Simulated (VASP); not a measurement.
# Si3N4 (P6_3/m) in VASP: further runs, part 2 of 2

VASP 6.6.1. The steps go on from the part before.

## (3) Single point, PBE (volume scaled by 0.98, then relaxed in part)

INCAR reads:

```
PREC = Accurate
ENCUT = 520
EDIFF = 1E-7
ISMEAR = -1
SIGMA = 0.02
LREAL = False
LASPH = True
NELM = 60
ALGO = Normal
ISIF = 2
LWAVE = False
LCHARG = False
GGA = PE
NBANDS = 45
```

KPOINTS reads:

```
Automatic mesh
0
Gamma
  4 4 9
```

POSCAR reads:

```
Si3N4
1.0
    7.5658776543      0.0000000000      0.0000000000
   -3.7829388271      6.5522422505      0.0000000000
    0.0000000000      0.0000000000      2.8938463907
Si N
6 8
Direct
    0.1728879174      0.7666914034      0.2500000000
    0.4061965141      0.1728879174      0.7500000000
    0.2333085966      0.4061965141      0.2500000000
    0.8271120826      0.2333085966      0.7500000000
    0.5938034859      0.8271120826      0.2500000000
    0.7666914034      0.5938034859      0.7500000000
    0.3333333333      0.6666666667      0.2500000000
    0.6666666667      0.3333333333      0.7500000000
    0.3294900420      0.0287657935      0.2500000000
    0.3007242486      0.3294900420      0.7500000000
    0.9712342065      0.3007242486      0.2500000000
    0.6705099580      0.9712342065      0.7500000000
    0.6992757514      0.6705099580      0.2500000000
    0.0287657935      0.6992757514      0.7500000000
```

Potentials or basis: VASP PAW PBE potentials, release 64 (Si, N).

Run with:

```bash
$ cat potpaw_PBE.64/Si/POTCAR potpaw_PBE.64/N/POTCAR > POTCAR
$ mpirun -np 1 vasp_std > vasp.out
```

OUTCAR:

```text
PREC = Accurate
   ENCUT = 520
   EDIFF = 1E-7
   ISMEAR = -1
   LREAL = False
   LASPH = True
   NELM = 60
   ISIF = 2
   GGA = PE

 ion  position               nearest neighbor table
   1  0.173  0.767  0.250-   7 1.72   9 1.73  14 1.73  14 1.73   3 2.98   5 2.98   6 3.04   6 3.04
                             2 3.04   2 3.04
   2  0.406  0.173  0.750-   8 1.72  10 1.73   9 1.73   9 1.73   6 2.98   4 2.98   1 3.04   1 3.04
                             3 3.04   3 3.04
   3  0.233  0.406  0.250-   7 1.72  11 1.73  10 1.73  10 1.73   1 2.98   5 2.98   4 3.04   4 3.04
                             2 3.04   2 3.04
   4  0.827  0.233  0.750-   8 1.72  12 1.73  11 1.73  11 1.73   6 2.98   2 2.98   3 3.04   3 3.04
                             5 3.04   5 3.04
   5  0.594  0.827  0.250-   7 1.72  13 1.73  12 1.73  12 1.73   3 2.98   1 2.98   4 3.04   4 3.04
                             6 3.04   6 3.04
   6  0.767  0.594  0.750-   8 1.72  14 1.73  13 1.73  13 1.73   4 2.98   2 2.98   1 3.04   1 3.04
                             5 3.04   5 3.04
   7  0.333  0.667  0.250-   3 1.72   1 1.72   5 1.72
   8  0.667  0.333  0.750-   6 1.72   4 1.72   2 1.72
   9  0.329  0.029  0.250-   1 1.73   2 1.73   2 1.73
  10  0.301  0.329  0.750-   2 1.73   3 1.73   3 1.73
  11  0.971  0.301  0.250-   3 1.73   4 1.73   4 1.73
  12  0.671  0.971  0.750-   4 1.73   5 1.73   5 1.73
  13  0.699  0.671  0.250-   5 1.73   6 1.73   6 1.73
  14  0.029  0.699  0.750-   6 1.73   1 1.73   1 1.73

  LATTYP: Found a hexagonal cell.
 ALAT       =     7.5658776543
 C/A-ratio  =     0.3824865433

  Lattice vectors:

 A1 = (   7.5658776543,   0.0000000000,   0.0000000000)
 A2 = (  -3.7829388271,   6.5522422505,   0.0000000000)
 A3 = (   0.0000000000,   0.0000000000,   2.8938463907)

Analysis of symmetry for initial positions (statically):
=====================================================================
 Subroutine PRICEL returns:
 Original cell was already a primitive cell.

 Routine SETGRP: Setting up the symmetry group for a
 hexagonal supercell.

 Subroutine GETGRP returns: Found 12 space group operations
 (whereof  6 operations were pure point group operations)
 out of a pool of 24 trial point group operations.

The static configuration has the point symmetry S_6 .
 The point group associated with its full space group is C_6h.

Analysis of symmetry for dynamics (positions and initial velocities):
=====================================================================
 Subroutine PRICEL returns:
 Original cell was already a primitive cell.

 Routine SETGRP: Setting up the symmetry group for a
 hexagonal supercell.

 Subroutine GETGRP returns: Found 12 space group operations
 (whereof  6 operations were pure point group operations)
 out of a pool of 24 trial point group operations.

The dynamic configuration has the point symmetry S_6 .
 The point group associated with its full space group is C_6h.

 Subroutine INISYM returns: Found 12 space group operations
 (whereof  6 operations are pure point group operations),
 and found     1 'primitive' translations

----------------------------------------------------------------------------------------

                                     Primitive cell

  volume of cell :     143.4580

  direct lattice vectors                    reciprocal lattice vectors
[... 95 lines left out ...]
   NGXF,Y,Z  is equivalent  to a cutoff of  24.61, 24.61, 27.58 a.u.
 SYSTEM =  unknown system
   PREC   = accura    normal or accurate (medium, high low for compatibility)
   ISTART =      0    job   : 0-new  1-cont  2-samecut
   ICHARG =      2    charge: 1-file 2-atom 10-const
   ISPIN  =      1    spin polarized calculation?
   LNONCOLLINEAR =      F non collinear calculations
   LSORBIT =      F    spin-orbit coupling
   LASPH  =      T    aspherical Exc in radial PAW
   ENCUT  =  520.0 eV  38.22 Ry    6.18 a.u.  14.07 14.07  5.38*2*pi/ulx,y,z
   NELM   =     60;   NELMIN=  2; NELMDL= -5     # of ELM steps
   EDIFF  = 0.1E-06   stopping-criterion for ELM
   LREAL  =      F    real-space projection
   EDIFFG = 0.1E-05   stopping-criterion for IOM
   NSW    =      0    number of steps for IOM
   IBRION =     -1    ionic relax: 0-MD 1-quasi-New 2-CG
   NFREE  =      0    steps in history (QN), initial steepest desc. (CG)
   ISIF   =      2    stress and relaxation
   ISYM   =      2    0-nonsym 1-usesym 2-fastsym
   POTIM  = 0.5000    time-step for ionic-motion
   TEBEG  =    0.0;   TEEND  =   0.0 temperature during run
   PSTRESS=    0.0 pullay stress
   NELECT =      64.0000    total number of electrons
   NUPDOWN=      -1.0000    fix difference up-down
   EMIN   =  10.00;   EMAX   =-10.00  energy-range for DOS
   EFERMI =   0.00;   METHOD = LEGACY
   ISMEAR =    -1;   SIGMA  =   0.02  broadening in eV -4-tet -1-fermi 0-gaus
   EFERMI_NEDOS =   21; number of points for ismear=-14 and -15
   IALGO  =     38    algorithm
   IMIX   =      4    mixing-type and parameters
     AMIX     =   0.40;   BMIX     =  1.00
     AMIX_MAG =   1.60;   BMIX_MAG =  1.00
  volume/ion in A,a.u.               =      10.25        69.15
  Fermi-wavevector in a.u.,A,eV,Ry     =   1.250911  2.363880 21.290118  1.564780
  Thomas-Fermi vector in A             =   2.384884
   LORBIT       =      0    0 simple, 1 ext, 2 COOP (PROOUT), +10 PAW based schemes
   GGA     = PE    functional components
   LHFCALC =     F    Hartree Fock is set to
   AEXX    =    0.0000 exact exchange contribution
   IVDW    =     0    specifies the selected vdW correction
   LEPSILON=     F    determine dielectric tensor
   LRPA    =     F    only Hartree local field effects (RPA)
 non-spin polarized calculation
  energy-cutoff  :      520.00
  volume of cell :      143.46
 maximum number of plane-waves:      3898
   NGX = 29   NGY = 29   NGZ = 11

 number of electron      63.9999993 magnetization

 Free energy of the ion-electron system (eV)
  ---------------------------------------------------
  ext. energy  EPLUGINS =         0.00000000
  ---------------------------------------------------
  free energy    TOTEN  =      -114.39910756 eV

  energy without entropy =     -114.39910756  energy(sigma->0) =     -114.39910756

 E-fermi :   7.3105     XC(G=0): -10.8745

 val. band max:        6.9022664061   @ k =   0.0000   0.0000   0.1111
 cond. band min:      11.2933400627   @ k =   0.0000   0.0000   0.0000
 fundamental gap:      4.3910736566
 Fermi energy:         7.3104898714

 k-point     1 :       0.0000    0.0000    0.0000
  band No.  band energies     occupation
      1     -11.4072      2.00000
      2      -9.9129      2.00000
      3      -9.9129      2.00000
      4      -9.2615      2.00000
      5      -9.1434      2.00000
      6      -9.1434      2.00000
[... 929 lines left out ...]
     43      14.6230      0.00000
     44      14.7565      0.00000
 [bands above 44 left out]

------------------------ aborting loop because EDIFF is reached ----------------------------------------

  FORCE on cell =-STRESS in cart. coord.  units (eV):
  Direction    XX          YY          ZZ          XY          YZ          ZX
  --------------------------------------------------------------------------------------
  -------------------------------------------------------------------------------------
  Total        8.0615507      8.0615507      7.8931183      0.0000000      0.0000000      0.0000000
  in kB       90.0335632     90.0335632     88.1524649      0.0000004      0.0000000      0.0000000
  external PRESSURE =      89.4065305 kB  Pullay stress =       0.0000000 kB

 VOLUME and BASIS-vectors are now :
 -----------------------------------------------------------------------------
  energy-cutoff  :      520.00
  volume of cell :      143.46
      direct lattice vectors                 reciprocal lattice vectors
     7.565877654  0.000000000  0.000000000     0.132172373  0.076309755  0.000000000
    -3.782938827  6.552242250  0.000000000     0.000000000  0.152619510  0.000000000
     0.000000000  0.000000000  2.893846391     0.000000000  0.000000000  0.345560844

 POSITION                                       TOTAL-FORCE (eV/Angst)
 -----------------------------------------------------------------------------------
     -1.59230      5.02355      0.72346        -0.002784     -0.004175      0.000000
      2.41921      1.13280      2.17038         0.002224     -0.004499      0.000000
      0.22857      2.66150      0.72346         0.005008     -0.000323      0.000000
      5.37524      1.52869      2.17038         0.002784      0.004175      0.000000
      1.36373      5.41944      0.72346        -0.002224      0.004499      0.000000
      3.55437      3.89074      2.17038        -0.005008      0.000323      0.000000
     -0.00000      4.36816      0.72346         0.000000     -0.000000     -0.000000
      3.78294      2.18408      2.17038         0.000000     -0.000000      0.000000
      2.38406      0.18848      0.72346        -0.002561      0.007699     -0.000000
      1.02880      2.15890      2.17038        -0.007948      0.001631      0.000000
      6.21062      1.97042      0.72346        -0.005387     -0.006067      0.000000
      1.39888      6.36376      2.17038         0.002561     -0.007699     -0.000000
      2.75414      4.39334      0.72346         0.007948     -0.001631      0.000000
     -2.42768      4.58182      2.17038         0.005387      0.006067      0.000000
 -----------------------------------------------------------------------------------
    total drift:                               -0.000000      0.000000      0.000000

  FREE ENERGIE OF THE ION-ELECTRON SYSTEM (eV)
  ---------------------------------------------------
  free  energy   TOTEN  =      -114.3991075646 eV

  energy  without entropy=     -114.3991075646  energy(sigma->0) =     -114.39910756
```

It took 2.4 min on 1 thread of Intel Xeon 6975P-C, shared host; peak memory 0.3 GiB.

What came out:

* Free energy: -114.3991 eV
* Pressure: 8.9 GPa
* Largest force: 0.008 eV/Å
* Band gap on the k mesh: 4.39 eV, indirect (least direct gap 4.57 eV)

Forces on the atoms (eV/Å):
```
Si  -0.003 -0.004  0.000
Si   0.002 -0.004  0.000
Si   0.005  0.000  0.000
Si   0.003  0.004  0.000
Si  -0.002  0.004  0.000
Si  -0.005  0.000  0.000
N    0.000  0.000  0.000
N    0.000  0.000  0.000
N   -0.003  0.008  0.000
N   -0.008  0.002  0.000
N   -0.005 -0.006  0.000
N    0.003 -0.008  0.000
N    0.008 -0.002  0.000
N    0.005  0.006  0.000
```

Levels at points of the mesh, in eV from the valence-band top:
```
           k point  band 29  band 30  band 31  band 32  band 33  band 34  band 35  band 36
(0.00, 0.00, 0.00)    -1.28    -0.45    -0.36    -0.18     4.39     4.88     5.01     5.01
(0.50, 0.00, 0.00)    -1.36    -0.75    -0.32    -0.24     4.73     4.81     4.96     5.40
```

## (4) Single point, PBE (z stretched by -2 %, then relaxed in part)

INCAR reads:

```
ALGO = Normal ; EDIFF = 1E-6
ENCUT = 520 ; GGA = PE
ISIF = 2 ; ISMEAR = -1
LASPH = T ; LCHARG = T
LELF = T ; LREAL = F
LVHAR = T ; LWAVE = F
NBANDS = 45 ; NELM = 60
PREC = Accurate ; SIGMA = 0.02
```

KPOINTS reads:

```
k-points
0
Gamma
  4 4 9
```

POSCAR reads:

```
Si3N4
1.0
    7.6170000000      0.0000000000      0.0000000000
   -3.8085000000      6.5965155006      0.0000000000
    0.0000000000      0.0000000000      2.8551320000
Si N
6 8
Direct
    0.1737597454      0.7667404093      0.2500000000
    0.4070193362      0.1737597454      0.7500000000
    0.2332595907      0.4070193362      0.2500000000
    0.8262402546      0.2332595907      0.7500000000
    0.5929806638      0.8262402546      0.2500000000
    0.7667404093      0.5929806638      0.7500000000
    0.3333333333      0.6666666667      0.2500000000
    0.6666666667      0.3333333333      0.7500000000
    0.3295640935      0.0277277648      0.2500000000
    0.3018363286      0.3295640935      0.7500000000
    0.9722722352      0.3018363286      0.2500000000
    0.6704359065      0.9722722352      0.7500000000
    0.6981636714      0.6704359065      0.2500000000
    0.0277277648      0.6981636714      0.7500000000
```

Potentials or basis: VASP PAW PBE potentials, release 64 (Si, N).

Run with:

```bash
$ cat potpaw_PBE.64/Si/POTCAR potpaw_PBE.64/N/POTCAR > POTCAR
$ mpirun -np 1 vasp_std > vasp.out
```

OUTCAR:

```text
EDIFF = 1E-6
   ENCUT = 520
   GGA = PE
   ISIF = 2
   ISMEAR = -1
   LASPH = T
   LREAL = F
   NELM = 60
   PREC = Accurate

 ion  position               nearest neighbor table
   1  0.174  0.767  0.250-  14 1.72  14 1.72   7 1.73   9 1.73   3 2.99   5 2.99   6 3.05   6 3.05
                             2 3.05   2 3.05
   2  0.407  0.174  0.750-   9 1.72   9 1.72   8 1.73  10 1.73   6 2.99   4 2.99   1 3.05   1 3.05
                             3 3.05   3 3.05
[... 1182 lines left out ...]
  energy-cutoff  :      520.00
  volume of cell :      143.46
      direct lattice vectors                 reciprocal lattice vectors
     7.617000000  0.000000000  0.000000000     0.131285283  0.075797593  0.000000000
    -3.808500000  6.596515501  0.000000000     0.000000000  0.151595187  0.000000000
     0.000000000  0.000000000  2.855132000     0.000000000  0.000000000  0.350246503

 POSITION                                       TOTAL-FORCE (eV/Angst)
 -----------------------------------------------------------------------------------
     -1.59660      5.05781      0.71378        -0.002783      0.007327      0.000000
      2.43850      1.14621      2.14135        -0.007737      0.001253      0.000000
      0.22661      2.68491      0.71378        -0.004953     -0.006074      0.000000
      5.40510      1.53870      2.14135         0.002783     -0.007327      0.000000
      1.37000      5.45031      0.71378         0.007737     -0.001253      0.000000
      3.58189      3.91161      2.14135         0.004953      0.006074      0.000000
     -0.00000      4.39768      0.71378         0.000000     -0.000000      0.000000
      3.80850      2.19884      2.14135         0.000000     -0.000000      0.000000
      2.40469      0.18291      0.71378        -0.000166     -0.003649     -0.000000
      1.04394      2.17397      2.14135         0.003077     -0.001969     -0.000000
      6.25625      1.99107      0.71378         0.003244      0.001681     -0.000000
      1.40381      6.41361      2.14135         0.000166      0.003649     -0.000000
      2.76456      4.42254      0.71378        -0.003077      0.001969     -0.000000
     -2.44775      4.60545      2.14135        -0.003244     -0.001681     -0.000000
 -----------------------------------------------------------------------------------
    total drift:                                0.000000     -0.000000     -0.000000

  FREE ENERGIE OF THE ION-ELECTRON SYSTEM (eV)
  ---------------------------------------------------
  free  energy   TOTEN  =      -114.3489586329 eV

  energy  without entropy=     -114.3489586328  energy(sigma->0) =     -114.34895863
```

OSZICAR:

```text
N       E                     dE             d eps       ncg     rms          rms(c)
DAV:   1     0.289980509611E+03    0.28998E+03   -0.31988E+04  1800   0.132E+03
DAV:   2    -0.107686036028E+03   -0.39767E+03   -0.37839E+03  2331   0.281E+02
DAV:   3    -0.130969967294E+03   -0.23284E+02   -0.23120E+02  2288   0.713E+01
DAV:   4    -0.131331046800E+03   -0.36108E+00   -0.35990E+00  2272   0.956E+00
DAV:   5    -0.131339806195E+03   -0.87594E-02   -0.87514E-02  2201   0.143E+00    0.300E+01
DAV:   6    -0.114511269345E+03    0.16829E+02   -0.58385E+01  2153   0.309E+01    0.135E+01
DAV:   7    -0.114395826165E+03    0.11544E+00   -0.32056E+00  2288   0.738E+00    0.637E+00
DAV:   8    -0.114347411051E+03    0.48415E-01   -0.17632E-01  2169   0.202E+00    0.218E+00
DAV:   9    -0.114346250013E+03    0.11610E-02   -0.40137E-02  2264   0.104E+00    0.309E-01
DAV:  10    -0.114348156266E+03   -0.19063E-02   -0.35298E-03  2025   0.263E-01    0.169E-01
DAV:  11    -0.114348910323E+03   -0.75406E-03   -0.95132E-04  2056   0.157E-01    0.247E-02
DAV:  12    -0.114348935728E+03   -0.25406E-04   -0.38782E-05  2224   0.348E-02    0.116E-02
DAV:  13    -0.114348954943E+03   -0.19214E-04   -0.22150E-05  2008   0.218E-02    0.515E-03
DAV:  14    -0.114348957656E+03   -0.27133E-05   -0.25183E-06  1992   0.898E-03    0.306E-03
DAV:  15    -0.114348958633E+03   -0.97672E-06   -0.17946E-06  1656   0.554E-03
   1 F= -.11434896E+03 E0= -.11434896E+03  d E =-.283331E-10
```

Run time: 2.4 min. Hardware: 1 thread of Intel Xeon 6975P-C, shared host; peak memory 0.31 GiB.

Results:

| Quantity | Value |
| --- | --- |
| Free energy | -114.3490 eV |
| Pressure | 9.2 GPa |
| Largest force | 0.008 eV/Å |
| Band gap on the k mesh | 4.59 eV, indirect (least direct gap 4.77 eV) |

Forces on the atoms (eV/Å):
```
Si  -0.003  0.007  0.000
Si  -0.008  0.001  0.000
Si  -0.005 -0.006  0.000
Si   0.003 -0.007  0.000
Si   0.008 -0.001  0.000
Si   0.005  0.006  0.000
N    0.000  0.000  0.000
N    0.000  0.000  0.000
N    0.000 -0.004  0.000
N    0.003 -0.002  0.000
N    0.003  0.002  0.000
N    0.000  0.004  0.000
N   -0.003  0.002  0.000
N   -0.003 -0.002  0.000
```

Levels at points of the mesh, in eV from the valence-band top:
```tsv
k point	band 30	band 31	band 32	band 33	band 34	band 35
(0.00, 0.00, 0.00)	-0.39	-0.33	-0.07	4.71	4.99	5.23
(0.50, 0.00, 0.00)	-0.80	-0.20	-0.12	4.87	5.08	5.26
```

Caveat: the cell differs from its parent crystal (z stretched by -2 %, then relaxed in part).

## (5) The runs side by side

| cell | gap on the mesh (eV) | pressure (GPa) | largest force (eV/Å) |
| --- | --- | --- | --- |
| a = 7.617, b = 7.617, c = 2.826 Å, angles 90.0, 90.0, 120.0°, 14 atoms | 4.55 | 12.1 | 0.01 |
| a = 7.566, b = 7.566, c = 2.894 Å, angles 90.0, 90.0, 120.0°, 14 atoms | 4.39 | 8.9 | 0.01 |
| a = 7.617, b = 7.617, c = 2.855 Å, angles 90.0, 90.0, 120.0°, 14 atoms | 4.59 | 9.2 | 0.01 |

Alike in all rows: task single point; level PBE; potentials or basis VASP PAW PBE potentials, release 64 (Si, N); no spin polarisation; k mesh 4 × 4 × 9; cutoff (eV) 520; smearing fermi-dirac 0.02 eV.

Total energies depend on the potentials used, so only differences within one code and one set of settings carry meaning.
